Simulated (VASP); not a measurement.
# AlN (P6_3mc) in VASP: notebook, part 2 of 2

VASP 6.6.1. The steps go on from the part before.

## 3. Vibrations by perturbation theory, LDA

This run uses another cell than the first one, of 10.02 Å³/atom, 1.013 times its volume.

The input, INCAR:

```
ALGO     = Normal         # electronic algorithm
EDIFF    = 1E-8           # SCF threshold, eV
ENCUT    = 520            # plane-wave cutoff, eV
IBRION   = 8              # ionic algorithm
ISIF     = 2              # what is computed and relaxed
ISMEAR   = 0              # smearing method
LASPH    = T              # aspherical terms in the spheres
LCHARG   = T              # write CHGCAR
LREAL    = F              # projectors in reciprocal space
LWAVE    = F              # write WAVECAR
NBANDS   = 16             # bands
NELM     = 80             # most SCF steps
NSW      = 1              # ionic steps
PREC     = Accurate       # precision mode
SIGMA    = 0.01           # smearing width, eV
```

The input, KPOINTS:

```
k-points
0
Gamma
  8 8 4
```

The input, POSCAR:

```
AlN
1.0
    3.0712713899      0.0000000000      0.0000000000
   -1.5356356950      2.6597990456      0.0000000000
    0.0000000000      0.0000000000      4.9084699825
Al N
2 2
Direct
    0.3333333333      0.6666666667     -0.0011913031
    0.6666666667      0.3333333333      0.4988086969
    0.3333333333      0.6666666667      0.3811913031
    0.6666666667      0.3333333333      0.8811913031
```

Potentials or basis: VASP PAW LDA potentials, release 64 (Al, N).

Launch:

```bash
cat potpaw_LDA.64/Al/POTCAR potpaw_LDA.64/N/POTCAR > POTCAR
mpirun -np 1 vasp_std > vasp.out
```

OUTCAR:

```text
EDIFF = 1E-8
   ENCUT = 520
   IBRION = 8
   ISIF = 2
   ISMEAR = 0
   LASPH = T
   LREAL = F
   NELM = 80
   NSW = 1
   PREC = Accurate

 ion  position               nearest neighbor table
   1  0.333  0.667  0.999-   4 1.86   4 1.86   4 1.86   3 1.88   2 3.03   2 3.03   2 3.03   2 3.03
                             2 3.03   2 3.03
   2  0.667  0.333  0.499-   3 1.86   3 1.86   3 1.86   4 1.88   1 3.03   1 3.03   1 3.03   1 3.03
                             1 3.03   1 3.03
   3  0.333  0.667  0.381-   2 1.86   2 1.86   2 1.86   1 1.88
   4  0.667  0.333  0.881-   1 1.86   1 1.86   1 1.86   2 1.88

  LATTYP: Found a hexagonal cell.
 ALAT       =     3.0712713899
 C/A-ratio  =     1.5981882938

  Lattice vectors:

 A1 = (   3.0712713899,   0.0000000000,   0.0000000000)
 A2 = (  -1.5356356950,   2.6597990456,   0.0000000000)
 A3 = (   0.0000000000,   0.0000000000,   4.9084699825)

Analysis of symmetry for initial positions (statically):
=====================================================================
 Subroutine PRICEL returns:
 Original cell was already a primitive cell.

 Routine SETGRP: Setting up the symmetry group for a
 hexagonal supercell.

 Subroutine GETGRP returns: Found 12 space group operations
 (whereof  6 operations were pure point group operations)
 out of a pool of 24 trial point group operations.

The static configuration has the point symmetry C_3v.
 The point group associated with its full space group is C_6v.

Analysis of symmetry for dynamics (positions and initial velocities):
=====================================================================
 Subroutine PRICEL returns:
 Original cell was already a primitive cell.

 Routine SETGRP: Setting up the symmetry group for a
 hexagonal supercell.

 Subroutine GETGRP returns: Found 12 space group operations
 (whereof  6 operations were pure point group operations)
 out of a pool of 24 trial point group operations.

The dynamic configuration has the point symmetry C_3v.
 The point group associated with its full space group is C_6v.

 Subroutine INISYM returns: Found 12 space group operations
 (whereof  6 operations are pure point group operations),
 and found     1 'primitive' translations

----------------------------------------------------------------------------------------

                                     Primitive cell

[... 618 lines left out ...]
  external PRESSURE =      47.0777355 kB  Pullay stress =       0.0000000 kB

 VOLUME and BASIS-vectors are now :
 -----------------------------------------------------------------------------
  energy-cutoff  :      520.00
  volume of cell :       40.10
      direct lattice vectors                 reciprocal lattice vectors
     3.071271390  0.000000000  0.000000000     0.325598058  0.187984126  0.000000000
    -1.535635695  2.659799046  0.000000000     0.000000000  0.375968253  0.000000000
     0.000000000  0.000000000  4.908469982     0.000000000  0.000000000  0.203729472

 POSITION                                       TOTAL-FORCE (eV/Angst)
 -----------------------------------------------------------------------------------
     -0.00000      1.77320      4.90262         0.000000     -0.000000     -0.000462
      1.53564      0.88660      2.44839        -0.000000     -0.000000     -0.000462
     -0.00000      1.77320      1.87107        -0.000000     -0.000000      0.000462
      1.53564      0.88660      4.32530         0.000000      0.000000      0.000462
 -----------------------------------------------------------------------------------
    total drift:                               -0.000000     -0.000000      0.000176

  FREE ENERGIE OF THE ION-ELECTRON SYSTEM (eV)
  ---------------------------------------------------
  free  energy   TOTEN  =       -32.8283061496 eV

  energy  without entropy=      -32.8283061496  energy(sigma->0) =      -32.82830615

[... ionic steps 2 to 9 ...]

--------------------------------------- Ionic step       10  -------------------------------------------

------------------------ aborting loop because EDIFF is reached ----------------------------------------

[... ionic steps 11 to 11 ...]

--------------------------------------- Ionic step       12  -------------------------------------------

 Free energy of the ion-electron system (eV)
  ---------------------------------------------------
  ---------------------------------------------------
  free energy    TOTEN  =        -0.25139783 eV

  energy without entropy =       -0.25139783

------------------------ aborting loop because EDIFF is reached ----------------------------------------

 INTERNAL STRAIN TENSOR  FOR ION    3  DIRECTION 3   (eV/Angst):
 -----------------------------------------------------------------------------
     6.56979 -0.00000 -0.00000
    -0.00000  6.56979 -0.00000
    -0.00000  0.00000-14.55426

 INTERNAL STRAIN TENSOR FOR ION    4 for displacements in x,y,z  (eV/Angst):
          X           Y           Z          XY          YZ          ZX
  --------------------------------------------------------------------------------
  x    -0.00000     0.00000     0.00000    12.23374    -0.00000     6.24493
  y    12.23374   -12.23374     0.00000     0.00000     6.25479    -0.00000
  z     6.56979     6.56979   -14.55426    -0.00000    -0.00000     0.00000

 SECOND DERIVATIVES (NOT SYMMETRIZED)
 ------------------------------------
               1X          1Y          1Z          2X          2Y          2Z          3X          3Y          3Z          4X          4Y          4Z
  1X   -17.471630    0.000000    0.000000    0.703633   -0.000000    0.000000    1.441630   -0.000000    0.000000   15.326367   -0.000000   -0.000000
  1Y     0.000000  -17.471630    0.000000   -0.000000    0.703633   -0.000000   -0.000000    1.441630    0.000000   -0.000000   15.326367    0.000000
  1Z    -0.000000    0.000000  -22.810183   -0.000000    0.000000    8.825578    0.000000    0.000000    7.434832   -0.000000    0.000000    6.549774
  2X     0.703633   -0.000000    0.000000  -17.471630    0.000000   -0.000000   15.326367   -0.000000    0.000000    1.441630   -0.000000    0.000000
  2Y    -0.000000    0.703633   -0.000000    0.000000  -17.471630   -0.000000   -0.000000   15.326367    0.000000   -0.000000    1.441630    0.000000
  2Z     0.000000   -0.000000    8.825578    0.000000    0.000000  -22.810183    0.000000   -0.000000    6.549774   -0.000000   -0.000000    7.434832
  3X     1.441109   -0.000000    0.000000   15.325572   -0.000000    0.000000  -17.557671    0.000000    0.000000    0.790990   -0.000000    0.000000
  3Y    -0.000000    1.441109    0.000000   -0.000000   15.325572    0.000000    0.000000  -17.557671    0.000000   -0.000000    0.790990    0.000000
  3Z    -0.000000   -0.000000    7.391330   -0.000000   -0.000000    6.584972    0.000000    0.000000  -21.457739    0.000000   -0.000000    7.481438
  4X    15.325572   -0.000000   -0.000000    1.441109   -0.000000   -0.000000    0.790990   -0.000000    0.000000  -17.557671    0.000000   -0.000000
  4Y    -0.000000   15.325572    0.000000   -0.000000    1.441109    0.000000   -0.000000    0.790990   -0.000000    0.000000  -17.557671    0.000000
  4Z     0.000000    0.000000    6.584972    0.000000    0.000000    7.391330   -0.000000    0.000000    7.481438   -0.000000   -0.000000  -21.457739

 Eigenvectors and eigenvalues of the dynamical matrix
 ----------------------------------------------------

   1 f  =   22.487234 THz   141.291460 2PiTHz  750.093394 cm-1    92.999686 meV
             X         Y         Z           dx          dy          dz
     -0.000000  1.773199  4.902623     0.000000   -0.000000    0.034279
      1.535636  0.886600  2.448388     0.000000   -0.000000   -0.034279
     -0.000000  1.773199  1.871066    -0.000000    0.000000   -0.706275
      1.535636  0.886600  4.325301    -0.000000    0.000000    0.706275
[... 71 lines left out ...]
  12 f/i=    0.002712 THz     0.017040 2PiTHz    0.090463 cm-1     0.011216 meV
             X         Y         Z           dx          dy          dz
     -0.000000  1.773199  4.902623    -0.000000   -0.000000   -0.573685
      1.535636  0.886600  2.448388    -0.000000   -0.000000   -0.573685
     -0.000000  1.773199  1.871066    -0.000000   -0.000000   -0.413383
      1.535636  0.886600  4.325301    -0.000000   -0.000000   -0.413383

--------------------------------------------------------------------------------------------------------

 ELASTIC MODULI CONTR FROM IONIC RELAXATION (kBar)
 Direction    XX          YY          ZZ          XY          YZ          ZX
 --------------------------------------------------------------------------------
 XX        -907.6277    413.2982    547.5431      0.0000      0.0000      0.0000
 YY         413.2982   -907.6277    547.5431      0.0000     -0.0000     -0.0000
 ZZ         547.5431    547.5431  -1212.9702     -0.0000      0.0000      0.0000
 XY           0.0000      0.0000     -0.0000   -660.4630      0.0000     -0.0000
 YZ           0.0000     -0.0000      0.0000      0.0000   -171.5904      0.0000
 ZX          -0.0000      0.0000      0.0000     -0.0000      0.0000   -182.1185
 --------------------------------------------------------------------------------
```

It took 76 s on 1 thread of Intel Xeon 6975P-C (Granite Rapids), shared host; peak memory 0.3 GiB.

What came out:

```
Highest phonon frequency at Γ, LO-TO splitting left out : 750 cm⁻¹
```

Phonon frequencies in cm⁻¹ (negative: imaginary):
```csv
q point,frequencies
"(0.000, 0.000, 0.000)",0 0 0 239 239 564 642 695 695 703 703 750
```

Caveat: the cell wasn't relaxed at this level first, which shifts response properties.

## 4. Vibrations by perturbation theory, LDA

This run uses another cell than the first one, of 10.12 Å³/atom, 1.022 times its volume.

The input, INCAR:

```
PREC = Accurate
ENCUT = 520
EDIFF = 1E-8
ISMEAR = 0
SIGMA = 0.01
LREAL = F
LASPH = T
NELM = 100
ALGO = Normal
ISIF = 2
LWAVE = F
LCHARG = F
GGA = CA
IBRION = 8
NSW = 1
```

The input, KPOINTS:

```
regular mesh
0
Gamma
  8 8 4
```

The input, POSCAR:

```
AlN
1.0
    3.0797840034      0.0000000000      0.0000000000
   -1.5398920017      2.6671711852      0.0000000000
    0.0000000000      0.0000000000      4.9256357561
Al N
2 2
Direct
    0.3333333333      0.6666666667     -0.0010809169
    0.6666666667      0.3333333333      0.4989190831
    0.3333333333      0.6666666667      0.3810809169
    0.6666666667      0.3333333333      0.8810809169
```

Potentials or basis: VASP PAW LDA potentials, release 64 (Al, N).

Launch:

```bash
cat potpaw_LDA.64/Al/POTCAR potpaw_LDA.64/N/POTCAR > POTCAR
mpirun -np 1 vasp_std > vasp.out
```

OUTCAR:

```text
PREC = Accurate
   ENCUT = 520
   EDIFF = 1E-8
   ISMEAR = 0
   LREAL = F
   LASPH = T
   NELM = 100
   ISIF = 2
   GGA = CA
   IBRION = 8
   NSW = 1

 ion  position               nearest neighbor table
   1  0.333  0.667  0.999-   4 1.87   4 1.87   4 1.87   3 1.88   2 3.04   2 3.04   2 3.04   2 3.04
                             2 3.04   2 3.04
   2  0.667  0.333  0.499-   3 1.87   3 1.87   3 1.87   4 1.88   1 3.04   1 3.04   1 3.04   1 3.04
                             1 3.04   1 3.04
   3  0.333  0.667  0.381-   2 1.87   2 1.87   2 1.87   1 1.88
   4  0.667  0.333  0.881-   1 1.87   1 1.87   1 1.87   2 1.88

  LATTYP: Found a hexagonal cell.
 ALAT       =     3.0797840034
 C/A-ratio  =     1.5993445484

  Lattice vectors:

 A1 = (   3.0797840034,   0.0000000000,   0.0000000000)
 A2 = (  -1.5398920017,   2.6671711852,   0.0000000000)
 A3 = (   0.0000000000,   0.0000000000,   4.9256357561)

Analysis of symmetry for initial positions (statically):
=====================================================================
 Subroutine PRICEL returns:
 Original cell was already a primitive cell.

 Routine SETGRP: Setting up the symmetry group for a
 hexagonal supercell.

 Subroutine GETGRP returns: Found 12 space group operations
 (whereof  6 operations were pure point group operations)
 out of a pool of 24 trial point group operations.

The static configuration has the point symmetry C_3v.
 The point group associated with its full space group is C_6v.

Analysis of symmetry for dynamics (positions and initial velocities):
=====================================================================
 Subroutine PRICEL returns:
 Original cell was already a primitive cell.

 Routine SETGRP: Setting up the symmetry group for a
 hexagonal supercell.

 Subroutine GETGRP returns: Found 12 space group operations
 (whereof  6 operations were pure point group operations)
 out of a pool of 24 trial point group operations.

The dynamic configuration has the point symmetry C_3v.
 The point group associated with its full space group is C_6v.

 Subroutine INISYM returns: Found 12 space group operations
 (whereof  6 operations are pure point group operations),
 and found     1 'primitive' translations

----------------------------------------------------------------------------------------

[... 524 lines left out ...]
  external PRESSURE =      26.7670379 kB  Pullay stress =       0.0000000 kB

 VOLUME and BASIS-vectors are now :
 -----------------------------------------------------------------------------
  energy-cutoff  :      520.00
  volume of cell :       40.46
      direct lattice vectors                 reciprocal lattice vectors
     3.079784003  0.000000000  0.000000000     0.324698095  0.187464533  0.000000000
    -1.539892002  2.667171185  0.000000000     0.000000000  0.374929066  0.000000000
     0.000000000  0.000000000  4.925635756     0.000000000  0.000000000  0.203019478

 POSITION                                       TOTAL-FORCE (eV/Angst)
 -----------------------------------------------------------------------------------
     -0.00000      1.77811      4.92031        -0.000000     -0.000000     -0.001618
      1.53989      0.88906      2.45749        -0.000000      0.000000     -0.001618
     -0.00000      1.77811      1.87707         0.000000     -0.000000      0.001618
      1.53989      0.88906      4.33988         0.000000     -0.000000      0.001618
 -----------------------------------------------------------------------------------
    total drift:                               -0.000000      0.000000     -0.001019

  FREE ENERGIE OF THE ION-ELECTRON SYSTEM (eV)
  ---------------------------------------------------
  free  energy   TOTEN  =       -32.8368682507 eV

  energy  without entropy=      -32.8368682507  energy(sigma->0) =      -32.83686825

[... ionic steps 2 to 9 ...]

--------------------------------------- Ionic step       10  -------------------------------------------

------------------------ aborting loop because EDIFF is reached ----------------------------------------

[... ionic steps 11 to 11 ...]

--------------------------------------- Ionic step       12  -------------------------------------------

 Free energy of the ion-electron system (eV)
  ---------------------------------------------------
  ---------------------------------------------------
  free energy    TOTEN  =        -0.25105214 eV

  energy without entropy =       -0.25105214

------------------------ aborting loop because EDIFF is reached ----------------------------------------

 INTERNAL STRAIN TENSOR  FOR ION    3  DIRECTION 3   (eV/Angst):
 -----------------------------------------------------------------------------
     6.27890  0.00000 -0.00000
     0.00000  6.27890  0.00000
     0.00000  0.00000-13.90886

 INTERNAL STRAIN TENSOR FOR ION    4 for displacements in x,y,z  (eV/Angst):
          X           Y           Z          XY          YZ          ZX
  --------------------------------------------------------------------------------
  x    -0.00000    -0.00000    -0.00000    11.74453     0.00000     5.97811
  y    11.74453   -11.74453     0.00000     0.00000     5.99283     0.00000
  z     6.27890     6.27890   -13.90886     0.00000    -0.00000     0.00000

 SECOND DERIVATIVES (NOT SYMMETRIZED)
 ------------------------------------
               1X          1Y          1Z          2X          2Y          2Z          3X          3Y          3Z          4X          4Y          4Z
  1X   -17.019598    0.000000    0.000000    0.690950    0.000000    0.000000    1.461147   -0.000000   -0.000000   14.867502    0.000000    0.000000
  1Y     0.000000  -17.019598   -0.000000    0.000000    0.690950    0.000000    0.000000    1.461147   -0.000000    0.000000   14.867502    0.000000
  1Z     0.000000    0.000000  -22.388996    0.000000    0.000000    8.733300   -0.000000   -0.000000    7.135714    0.000000    0.000000    6.519982
  2X     0.690950   -0.000000   -0.000000  -17.019598   -0.000000    0.000000   14.867502    0.000000   -0.000000    1.461147    0.000000    0.000000
  2Y     0.000000    0.690950   -0.000000    0.000000  -17.019598    0.000000    0.000000   14.867502    0.000000    0.000000    1.461147    0.000000
  2Z     0.000000    0.000000    8.733300    0.000000    0.000000  -22.388996    0.000000    0.000000    6.519982    0.000000    0.000000    7.135714
  3X     1.459337    0.000000   -0.000000   14.864408    0.000000   -0.000000  -17.092759    0.000000    0.000000    0.769014    0.000000   -0.000000
  3Y     0.000000    1.459337    0.000000    0.000000   14.864408   -0.000000   -0.000000  -17.092759    0.000000   -0.000000    0.769014    0.000000
  3Z     0.000000   -0.000000    7.088002    0.000000   -0.000000    6.557669    0.000000    0.000000  -21.013721    0.000000   -0.000000    7.368050
  4X    14.864408   -0.000000    0.000000    1.459337   -0.000000    0.000000    0.769014    0.000000    0.000000  -17.092759    0.000000    0.000000
  4Y     0.000000   14.864408    0.000000    0.000000    1.459337   -0.000000   -0.000000    0.769014    0.000000    0.000000  -17.092759   -0.000000
  4Z     0.000000    0.000000    6.557669    0.000000    0.000000    7.088002    0.000000    0.000000    7.368050    0.000000    0.000000  -21.013721

 Eigenvectors and eigenvalues of the dynamical matrix
 ----------------------------------------------------

   1 f  =   22.263702 THz   139.886964 2PiTHz  742.637157 cm-1    92.075231 meV
             X         Y         Z           dx          dy          dz
     -0.000000  1.778114  4.920312     0.000000   -0.000000    0.023822
      1.539892  0.889057  2.457494     0.000000   -0.000000   -0.023822
     -0.000000  1.778114  1.877066    -0.000000    0.000000   -0.706705
      1.539892  0.889057  4.339884    -0.000000    0.000000    0.706705
[... 71 lines left out ...]
  12 f/i=    0.003313 THz     0.020817 2PiTHz    0.110513 cm-1     0.013702 meV
             X         Y         Z           dx          dy          dz
     -0.000000  1.778114  4.920312    -0.000000    0.000000   -0.573671
      1.539892  0.889057  2.457494    -0.000000    0.000000   -0.573671
     -0.000000  1.778114  1.877066    -0.000000    0.000000   -0.413402
      1.539892  0.889057  4.339884    -0.000000    0.000000   -0.413402

--------------------------------------------------------------------------------------------------------

 ELASTIC MODULI CONTR FROM IONIC RELAXATION (kBar)
 Direction    XX          YY          ZZ          XY          YZ          ZX
 --------------------------------------------------------------------------------
 XX        -848.7106    390.4050    507.5871      0.0000     -0.0000      0.0000
 YY         390.4050   -848.7106    507.5871     -0.0000     -0.0000     -0.0000
 ZZ         507.5871    507.5871  -1124.3356     -0.0000      0.0000     -0.0000
 XY           0.0000     -0.0000     -0.0000   -619.5578     -0.0000      0.0000
 YZ           0.0000     -0.0000      0.0000     -0.0000   -159.7895      0.0000
 ZX           0.0000     -0.0000     -0.0000      0.0000      0.0000   -169.8359
 --------------------------------------------------------------------------------
```

It took 65 s on 1 thread of Intel Xeon 6975P-C (Granite Rapids), shared host; peak memory 0.28 GiB.

Results:

```yaml
Highest_phonon_frequency_at_Γ_LO-TO_splitting_left_out: 743 cm⁻¹
```

Phonon frequencies in cm⁻¹ (negative: imaginary):
```csv
q point,frequencies
"(0.000, 0.000, 0.000)",0 0 0 239 239 560 635 684 684 694 694 743
```

Caveat: the cell wasn't relaxed at this level first, which shifts response properties.
